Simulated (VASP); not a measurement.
# Mo2Os (P6/mmm) in VASP: further runs

Runs on Mo2Os. Level: PBE. Tasks: single point, relaxation of cell and atoms.

Program: VASP 6.6.1. These are calculated values, not measurements. Logs are shortened: lines on timing, memory, paths and dates and some standing lists are left out, and cuts for length are marked.

**1. The cell of the first run**

It takes space group P6/mmm (No. 191, hexagonal). Conventional cell: a = 4.392 Å, b = 4.392 Å, c = 2.770 Å, α = 90.00°, β = 90.00°, γ = 120.00°. Within 3.3 Å of Mo (site symmetry -6m2) lie 5 Mo at 2.54 to 2.77 Å and 6 Os at 2.89 Å. Within 3.7 Å of Os (site symmetry 6/mmm) lie 2 Os at 2.77 Å and 12 Mo at 2.89 Å.

**2. Single point, PBE**

INCAR reads:

```
  ALGO = Normal
  EDIFF = 1E-6
  ENCUT = 520
  GGA = PE
  ISIF = 2
  ISMEAR = 0
  LASPH = T
  LCHARG = F
  LREAL = F
  LWAVE = F
  NBANDS = 25
  NELM = 80
  PREC = Accurate
  SIGMA = 0.1
```

KPOINTS reads:

```
k-points
0
Gamma
  6 6 4
```

POSCAR reads:

```
Mo2Os
1.0
    4.3917151187      0.0000000000      0.0000000000
   -2.1958575594      3.8033368590      0.0000000000
    0.0000000000      0.0000000000      2.7696207379
Mo Os
2 1
Direct
    0.3333333333      0.6666666667      0.5000000000
    0.6666666667      0.3333333333      0.5000000000
    0.0000000000      0.0000000000      0.0000000000
```

Potentials or basis: VASP PAW PBE potentials, release 64 (Mo_sv, Os).

On the command line:

```
$ cat potpaw_PBE.64/Mo_sv/POTCAR potpaw_PBE.64/Os/POTCAR > POTCAR
$ mpirun -np 1 vasp_std > vasp.out
```

OUTCAR:

```text
EDIFF = 1E-6
   ENCUT = 520
   GGA = PE
   ISIF = 2
   ISMEAR = 0
   LASPH = T
   LREAL = F
   NELM = 80
   PREC = Accurate

 ion  position               nearest neighbor table
   1  0.333  0.667  0.500-   2 2.54   2 2.54   2 2.54   3 2.89   3 2.89   3 2.89   3 2.89   3 2.89
                             3 2.89
   2  0.667  0.333  0.500-   1 2.54   1 2.54   1 2.54   3 2.89   3 2.89   3 2.89   3 2.89   3 2.89
                             3 2.89
   3  0.000  0.000  0.000-   1 2.89   2 2.89   1 2.89   2 2.89   2 2.89   2 2.89   1 2.89   1 2.89
                             2 2.89   2 2.89   1 2.89   1 2.89

  LATTYP: Found a hexagonal cell.
 ALAT       =     4.3917151187
 C/A-ratio  =     0.6306467207

  Lattice vectors:

 A1 = (   4.3917151187,   0.0000000000,   0.0000000000)
 A2 = (  -2.1958575594,   3.8033368590,   0.0000000000)
 A3 = (   0.0000000000,   0.0000000000,   2.7696207379)

Analysis of symmetry for initial positions (statically):
=====================================================================
 Subroutine PRICEL returns:
 Original cell was already a primitive cell.

 Routine SETGRP: Setting up the symmetry group for a
 hexagonal supercell.

 Subroutine GETGRP returns: Found 24 space group operations
 (whereof 24 operations were pure point group operations)
 out of a pool of 24 trial point group operations.

The static configuration has the point symmetry D_6h.

Analysis of symmetry for dynamics (positions and initial velocities):
=====================================================================
 Subroutine PRICEL returns:
 Original cell was already a primitive cell.

 Routine SETGRP: Setting up the symmetry group for a
 hexagonal supercell.

 Subroutine GETGRP returns: Found 24 space group operations
 (whereof 24 operations were pure point group operations)
 out of a pool of 24 trial point group operations.

The dynamic configuration has the point symmetry D_6h.

 Subroutine INISYM returns: Found 24 space group operations
 (whereof 24 operations are pure point group operations),
 and found     1 'primitive' translations

----------------------------------------------------------------------------------------

                                     Primitive cell

  volume of cell :      46.2615

  direct lattice vectors                    reciprocal lattice vectors
[... 83 lines left out ...]
   ENCUT  =  520.0 eV  38.22 Ry    6.18 a.u.   8.17  8.17  5.15*2*pi/ulx,y,z
   NELM   =     80;   NELMIN=  2; NELMDL= -5     # of ELM steps
   EDIFF  = 0.1E-05   stopping-criterion for ELM
   LREAL  =      F    real-space projection
   EDIFFG = 0.1E-04   stopping-criterion for IOM
   NSW    =      0    number of steps for IOM
   IBRION =     -1    ionic relax: 0-MD 1-quasi-New 2-CG
   NFREE  =      0    steps in history (QN), initial steepest desc. (CG)
   ISIF   =      2    stress and relaxation
   ISYM   =      2    0-nonsym 1-usesym 2-fastsym
   POTIM  = 0.5000    time-step for ionic-motion
   TEBEG  =    0.0;   TEEND  =   0.0 temperature during run
   PSTRESS=    0.0 pullay stress
   NELECT =      36.0000    total number of electrons
   NUPDOWN=      -1.0000    fix difference up-down
   EMIN   =  10.00;   EMAX   =-10.00  energy-range for DOS
   EFERMI =   0.00;   METHOD = LEGACY
   ISMEAR =     0;   SIGMA  =   0.10  broadening in eV -4-tet -1-fermi 0-gaus
   EFERMI_NEDOS =   21; number of points for ismear=-14 and -15
   IALGO  =     38    algorithm
   IMIX   =      4    mixing-type and parameters
     AMIX     =   0.40;   BMIX     =  1.00
     AMIX_MAG =   1.60;   BMIX_MAG =  1.00
  volume/ion in A,a.u.               =      15.42       104.06
  Fermi-wavevector in a.u.,A,eV,Ry     =   1.505807  2.845562 30.850585  2.267454
  Thomas-Fermi vector in A             =   2.616607
   LORBIT       =      0    0 simple, 1 ext, 2 COOP (PROOUT), +10 PAW based schemes
   GGA     = PE    functional components
   LHFCALC =     F    Hartree Fock is set to
   AEXX    =    0.0000 exact exchange contribution
   IVDW    =     0    specifies the selected vdW correction
   LEPSILON=     F    determine dielectric tensor
   LRPA    =     F    only Hartree local field effects (RPA)
 non-spin polarized calculation
 Gauss-broadening in eV      SIGMA  =   0.10
  energy-cutoff  :      520.00
  volume of cell :       46.26
 maximum number of plane-waves:      1266
 NGX is ok and might be reduce to    36
   NGX = 17   NGY = 17   NGZ = 11

 number of electron      35.9999997 magnetization

 Free energy of the ion-electron system (eV)
  ---------------------------------------------------
  ext. energy  EPLUGINS =         0.00000000
  ---------------------------------------------------
  free energy    TOTEN  =       -32.05462109 eV

  energy without entropy =      -32.03447500  energy(sigma->0) =      -32.04454804

 E-fermi :  10.7784     XC(G=0): -13.4444

 val. band max:       10.7385375536   @ k =   0.1667  -0.0000   0.5000
 cond. band min:      10.8209871951   @ k =   0.1667  -0.0000   0.5000
 fundamental gap:      0.0824496415
 Fermi energy:        10.7784067660

 k-point     1 :       0.0000    0.0000    0.0000
  band No.  band energies     occupation
      1     -49.9673      2.00000
      2     -49.5862      2.00000
      3     -24.5063      2.00000
      4     -24.5063      2.00000
      5     -23.6127      2.00000
      6     -23.3378      2.00000
[... 577 lines left out ...]
     24      15.5266      0.00000
     25      17.9645      0.00000

------------------------ aborting loop because EDIFF is reached ----------------------------------------

  FORCE on cell =-STRESS in cart. coord.  units (eV):
  Direction    XX          YY          ZZ          XY          YZ          ZX
  --------------------------------------------------------------------------------------
  -------------------------------------------------------------------------------------
  Total        0.0881860      0.0881860      0.0568023     -0.0000000      0.0000000     -0.0000000
  in kB        3.0541535      3.0541535      1.9672412     -0.0000000      0.0000000     -0.0000000
  external PRESSURE =       2.6918494 kB  Pullay stress =       0.0000000 kB

 VOLUME and BASIS-vectors are now :
 -----------------------------------------------------------------------------
  energy-cutoff  :      520.00
  volume of cell :       46.26
      direct lattice vectors                 reciprocal lattice vectors
     4.391715119  0.000000000  0.000000000     0.227701473  0.131463507  0.000000000
    -2.195857559  3.803336859  0.000000000     0.000000000  0.262927013  0.000000000
     0.000000000  0.000000000  2.769620738     0.000000000  0.000000000  0.361060266

 POSITION                                       TOTAL-FORCE (eV/Angst)
 -----------------------------------------------------------------------------------
     -0.00000      2.53556      1.38481         0.000000      0.000000     -0.000000
      2.19586      1.26778      1.38481        -0.000000      0.000000      0.000000
      0.00000      0.00000      0.00000         0.000000      0.000000      0.000000
 -----------------------------------------------------------------------------------
    total drift:                                0.000000     -0.000000     -0.000000

  FREE ENERGIE OF THE ION-ELECTRON SYSTEM (eV)
  ---------------------------------------------------
  free  energy   TOTEN  =       -32.0546210888 eV

  energy  without entropy=      -32.0344749994  energy(sigma->0) =      -32.04454804
```

Wall time 24 s (1 thread of Intel Xeon Platinum 8488C (Sapphire Rapids), shared host); peak memory 0.18 GiB.

Results:

| Quantity | Value |
| --- | --- |
| Free energy | -32.0546 eV |
| Pressure | 0.3 GPa |
| Band gap on the k mesh | zero (bands 18 and 19 overlap by 1.22 eV) |

Stress tensor (GPa, compression positive):
```
0.31 0.00 0.00
0.00 0.31 0.00
0.00 0.00 0.20
```

Levels at points of the mesh, in eV from the Fermi level:
| k point | band 16 | band 17 | band 18 | band 19 | band 20 | band 21 |
| --- | --- | --- | --- | --- | --- | --- |
| (0.00, 0.00, 0.00) | -1.62 | -0.36 | -0.36 | -0.29 | -0.29 | 0.68 |
| (0.50, 0.00, 0.00) | -1.34 | -1.28 | -0.13 | 0.92 | 1.72 | 1.82 |
| (0.00, 0.00, 0.50) | -0.30 | 0.11 | 0.11 | 2.15 | 2.15 | 3.50 |
| (0.50, 0.00, 0.50) | -1.43 | -0.32 | 0.63 | 1.14 | 2.54 | 2.66 |

Caveat: the k points lie up to 0.57 Å⁻¹ apart, too coarse for converged energies and pressures of a metal; spin-orbit coupling is left out, which moves the levels of the heavy elements.

**3. Single point, PBE**

This run uses another cell than the first one, of 13.37 Å³/atom.

INCAR reads:

```
SYSTEM = Mo2Os
PREC = Accurate ; ENCUT = 520
EDIFF = 1E-6 ; ISMEAR = 0
SIGMA = 0.1 ; LREAL = .FALSE.
LASPH = .TRUE. ; NELM = 60
ALGO = Normal ; ISIF = 2
LWAVE = .FALSE. ; LCHARG = .FALSE.
GGA = PE ; NBANDS = 25
```

KPOINTS reads:

```
regular mesh
0
G
  6 6 6
  0 0 0
```

POSCAR reads:

```
Mo2Os
1.0
    3.5002419582      0.0000000000      0.0000000000
   -1.7501209791      3.0312984552      0.0000000000
    0.0000000000      0.0000000000      3.7793310180
Mo Os
2 1
Direct
    0.3333333333      0.6666666667      0.5000000000
    0.6666666667      0.3333333333      0.5000000000
    0.0000000000      0.0000000000      0.0000000000
```

Potentials or basis: VASP PAW PBE potentials, release 64 (Mo_sv, Os).

On the command line:

```
$ cat potpaw_PBE.64/Mo_sv/POTCAR potpaw_PBE.64/Os/POTCAR > POTCAR
$ mpirun -np 1 vasp_std > vasp.out
```

It took 25 s on 1 thread of Intel Xeon Platinum 8488C (Sapphire Rapids), shared host; peak memory 0.17 GiB.

Results (log left out):

* Free energy: -23.5199 eV
* Pressure: 122.3 GPa
* Band gap on the k mesh: zero (bands 18 and 19 overlap by 1.63 eV)

Stress tensor (GPa, compression positive):
```
170.50   0.00   0.00
  0.00 170.50   0.00
  0.00   0.00  25.85
```

Levels at points of the mesh, in eV from the Fermi level:
| k point | band 15 | band 16 | band 17 | band 18 | band 19 | band 20 | band 21 | band 22 |
| --- | --- | --- | --- | --- | --- | --- | --- | --- |
| (0.00, 0.00, 0.00) | -2.28 | -2.28 | -1.43 | -1.43 | 0.38 | 0.98 | 0.98 | 2.13 |
| (0.50, 0.00, 0.00) | -3.30 | -1.59 | -0.47 | -0.45 | 1.14 | 1.52 | 3.47 | 3.89 |
| (0.00, 0.00, 0.50) | -2.14 | -1.21 | 0.96 | 0.96 | 1.07 | 1.07 | 1.54 | 1.54 |
| (0.50, 0.00, 0.50) | -1.64 | -1.35 | -0.87 | -0.78 | -0.08 | 1.30 | 2.42 | 4.08 |

Caveat: atoms lie so close that the PAW spheres overlap strongly, which falsifies energies and pressures; the stress differs along the axes, from 26 to 170 GPa; spin-orbit coupling is left out, which moves the levels of the heavy elements.

**4. Single point, PBE**

This run uses another cell than the first one, of 15.35 Å³/atom.

Edit INCAR of step 3 so:

```diff
@@ -4,3 +4,3 @@
 SIGMA = 0.1 ; LREAL = .FALSE.
-LASPH = .TRUE. ; NELM = 60
+LASPH = .TRUE. ; NELM = 100
 ALGO = Normal ; ISIF = 2
```

KPOINTS reads:

```
Automatic mesh
0
G
  6 6 6
  0 0 0
```

POSCAR reads:

```
Mo2Os
1.0
    4.4150909226      0.0000000000      0.0000000000
   -2.2075454613      3.8235808990      0.0000000000
    0.0000000000      0.0000000000      2.7286777936
Mo Os
2 1
Direct
    0.3333333333      0.6666666667      0.5000000000
    0.6666666667      0.3333333333      0.5000000000
    0.0000000000      0.0000000000      0.0000000000
```

On the command line:

```
$ cat potpaw_PBE.64/Mo_sv/POTCAR potpaw_PBE.64/Os/POTCAR > POTCAR
$ mpirun -np 1 vasp_std > vasp.out
```

Run time: 26 s. Hardware: 1 thread of Intel Xeon Platinum 8488C (Sapphire Rapids), shared host; peak memory 0.18 GiB.

The run converged. Its results:

```yaml
Free_energy: -32.1320 eV
Pressure: 0.7 GPa
Band_gap_on_the_k_mesh: zero (bands 18 and 19 overlap by 1.27 eV)
```

Levels at points of the mesh, in eV from the Fermi level:
```tsv
k point	band 14	band 15	band 16	band 17	band 18	band 19	band 20	band 21	band 22	band 23
(0.00, 0.00, 0.00)	-2.02	-1.74	-1.67	-0.32	-0.32	-0.13	-0.13	0.95	0.95	4.19
(0.50, 0.00, 0.00)	-2.42	-2.41	-1.41	-0.99	0.09	1.19	1.72	1.78	2.59	3.20
(0.00, 0.00, 0.50)	-2.98	-0.33	-0.33	0.14	0.14	2.15	2.15	3.49	3.49	4.67
(0.50, 0.00, 0.50)	-2.10	-1.75	-1.35	-0.30	0.73	1.18	2.65	2.69	3.00	4.45
```

Caveat: the k points lie up to 0.38 Å⁻¹ apart, too coarse for converged energies and pressures of a metal; spin-orbit coupling is left out, which moves the levels of the heavy elements.

**5. Relaxation of cell and atoms, PBE**

This run uses another cell than the first one, of 13.37 Å³/atom.

INCAR reads:

```
PREC = Accurate
ENCUT = 600
EDIFF = 1E-7
ISMEAR = 0
SIGMA = 0.1
LREAL = F
LASPH = T
NELM = 100
ALGO = Fast
ISIF = 3
LWAVE = F
LCHARG = F
GGA = PE
IBRION = 2
NSW = 90
EDIFFG = -0.04
```

KPOINTS reads:

```
Automatic mesh
0
Gamma
  6 6 4
```

POSCAR reads:

```
Mo2Os
1.0
    3.5002419582      0.0000000000      0.0000000000
   -1.7501209791      3.0312984552      0.0000000000
    0.0000000000      0.0000000000      3.7793310180
Mo Os
2 1
Direct
    0.3333333333      0.6666666667      0.5000000000
    0.6666666667      0.3333333333      0.5000000000
    0.0000000000      0.0000000000      0.0000000000
```

On the command line:

```
$ cat potpaw_PBE.64/Mo_sv/POTCAR potpaw_PBE.64/Os/POTCAR > POTCAR
$ mpirun -np 1 vasp_std > vasp.out
```

Wall time 9.9 min (1 thread of Intel Xeon Platinum 8488C (Sapphire Rapids), shared host); peak memory 0.19 GiB.

Results (log left out):

```
Free energy                           : -32.0355 eV
Relaxed volume                        : 15.41 Å³/atom
Relaxed cell                          : a = 4.389 Å, b = 4.389 Å, c = 2.770 Å, α = 90.00°, β = 90.00°, γ = 120.00°
Space group after relaxing (to 0.1 Å) : P6/mmm (No. 191)
Pressure after relaxing               : 0.2 GPa
Band gap on the k mesh                : zero (bands 18 and 19 overlap by 1.22 eV)
```

Final structure:
```
Mo Os
1.0
     4.38931    0.00000    0.00000
    -2.19466    3.80126    0.00000
     0.00000    0.00000    2.77007
Mo Os
2 1
Direct
  0.33333 0.66667 0.50000
  0.66667 0.33333 0.50000
  0.00000 0.00000 0.00000
```

Levels at points of the mesh, in eV from the Fermi level:
```tsv
k point	band 15	band 16	band 17	band 18	band 19	band 20	band 21	band 22
(0.00, 0.00, 0.00)	-1.63	-1.62	-0.37	-0.37	-0.29	-0.29	0.67	0.67
(0.50, 0.00, 0.00)	-2.38	-1.34	-1.29	-0.14	0.92	1.72	2.43	3.04
(0.00, 0.00, 0.50)	-0.30	-0.30	0.11	0.11	2.15	2.15	3.51	4.30
(0.50, 0.00, 0.50)	-1.80	-1.44	-0.32	0.63	1.14	2.54	2.66	3.06
```

Caveat: the k points lie up to 0.57 Å⁻¹ apart in the final cell, too coarse for converged energies and pressures of a metal; the volume moved by over 15 % at a fixed basis, so the end points are rough; spin-orbit coupling is left out, which moves the levels of the heavy elements.

**6. Relaxation of cell and atoms, PBE**

INCAR reads:

```
SYSTEM = Mo2Os
  PREC = Accurate
  ENCUT = 600
  EDIFF = 1E-7
  ISMEAR = 0
  SIGMA = 0.1
  LREAL = .False.
  LASPH = .True.
  NELM = 100
  ALGO = Normal
  ISIF = 3
  LWAVE = .False.
  LCHARG = .False.
  GGA = PE
  IBRION = 2
  NSW = 90
  EDIFFG = -0.04
```

KPOINTS reads:

```
regular mesh
0
Gamma
  6 6 6
  0 0 0
```

POSCAR reads:

```
Mo2Os
1.0
    4.3917151187      0.0000000000      0.0000000000
   -2.1958575594      3.8033368590      0.0000000000
    0.0000000000      0.0000000000      2.7696207379
Mo Os
2 1
Direct
    0.3333333333      0.6666666667      0.5000000000
    0.6666666667      0.3333333333      0.5000000000
    0.0000000000      0.0000000000      0.0000000000
```

Potentials or basis: VASP PAW PBE potentials, release 64 (Mo_sv, Os).

On the command line:

```
$ cat potpaw_PBE.64/Mo_sv/POTCAR potpaw_PBE.64/Os/POTCAR > POTCAR
$ mpirun -np 1 vasp_std > vasp.out
```

Wall time 85 s (1 thread of Intel Xeon Platinum 8488C (Sapphire Rapids), shared host); peak memory 0.2 GiB.

It converged, with:

- Free energy: -32.1329 eV
- Relaxed volume: 15.41 Å³/atom
- Relaxed cell: a = 4.420 Å, b = 4.420 Å, c = 2.732 Å, α = 90.00°, β = 90.00°, γ = 120.00°
- Space group after relaxing (to 0.1 Å): P6/mmm (No. 191)
- Energy gained by relaxing: 5.6 meV/atom
- Ionic steps: 4
- Pressure after relaxing: -0.4 GPa
- Band gap on the k mesh: zero (bands 18 and 19 overlap by 1.26 eV)

Step by step:
| step | energy change (eV) | largest force (eV/Å) | pressure (GPa) | volume (Å³) |
| --- | --- | --- | --- | --- |
| 1 | 0.0000 | 0.0000 | -0.07 | 46.26 |
| 2 | -0.0011 | 0.0000 | -0.25 | 46.19 |
| 3 | -0.0169 | 0.0000 | -0.38 | 46.23 |
| 4 | -0.0169 | 0.0000 | -0.39 | 46.23 |

Final structure:
```
Mo Os
1.0
     4.42045    0.00000    0.00000
    -2.21023    3.82822    0.00000
     0.00000    0.00000    2.73210
Mo Os
2 1
Cartesian
  0.0000 2.5521 1.3660
  2.2102 1.2761 1.3660
  0.0000 0.0000 2.7321
```

Levels at points of the mesh, in eV from the Fermi level:
| k point | band 14 | band 15 | band 16 | band 17 | band 18 | band 19 | band 20 | band 21 | band 22 |
| --- | --- | --- | --- | --- | --- | --- | --- | --- | --- |
| (0.00, 0.00, 0.00) | -2.01 | -1.73 | -1.66 | -0.32 | -0.32 | -0.13 | -0.13 | 0.95 | 0.95 |
| (0.50, 0.00, 0.00) | -2.40 | -2.40 | -1.40 | -0.99 | 0.09 | 1.19 | 1.71 | 1.77 | 2.58 |
| (0.00, 0.00, 0.50) | -2.98 | -0.33 | -0.33 | 0.14 | 0.14 | 2.14 | 2.14 | 3.47 | 3.47 |
| (0.50, 0.00, 0.50) | -2.09 | -1.74 | -1.35 | -0.30 | 0.72 | 1.18 | 2.64 | 2.68 | 2.98 |

Caveat: the k points lie up to 0.38 Å⁻¹ apart in the final cell, too coarse for converged energies and pressures of a metal; spin-orbit coupling is left out, which moves the levels of the heavy elements.

**7. Summary**

```tsv
task	cell	k mesh	cutoff (eV)	gap on the mesh (eV)	pressure (GPa)	relaxed volume (Å³/atom)
single point	a = 4.392, b = 4.392, c = 2.770 Å, angles 90.0, 90.0, 120.0°, 3 atoms	6 × 6 × 4	520	none	0.3	-
single point	a = 3.500, b = 3.500, c = 3.779 Å, angles 90.0, 90.0, 120.0°, 3 atoms	6 × 6 × 6	520	none	122.3	-
single point	a = 4.415, b = 4.415, c = 2.729 Å, angles 90.0, 90.0, 120.0°, 3 atoms	6 × 6 × 6	520	none	0.7	-
relaxation of cell and atoms	relaxed from a = 3.500, b = 3.500, c = 3.779 Å, angles 90.0, 90.0, 120.0°, 3 atoms	6 × 6 × 4	600	none	0.2	15.41
relaxation of cell and atoms	relaxed from a = 4.392, b = 4.392, c = 2.770 Å, angles 90.0, 90.0, 120.0°, 3 atoms	6 × 6 × 6	600	none	-0.4	15.41
```

Alike in all rows: level PBE; potentials or basis VASP PAW PBE potentials, release 64 (Mo_sv, Os); no spin polarisation; smearing gaussian 0.1 eV.

Caveats: some runs use coarse meshes; spin-orbit coupling is left out, which moves the levels of the heavy elements; atoms lie so close that the PAW spheres overlap strongly, which falsifies energies and pressures (at least some runs); the stress differs along the axes, from 26 to 170 GPa (at least some runs); the volume moved by over 15 % at a fixed basis, so the end points are rough (at least some runs).

Absolute energies hang on the potentials; compare differences alone.

The gap in the log of VASP goes by the Fermi energy; the results here count the filled bands.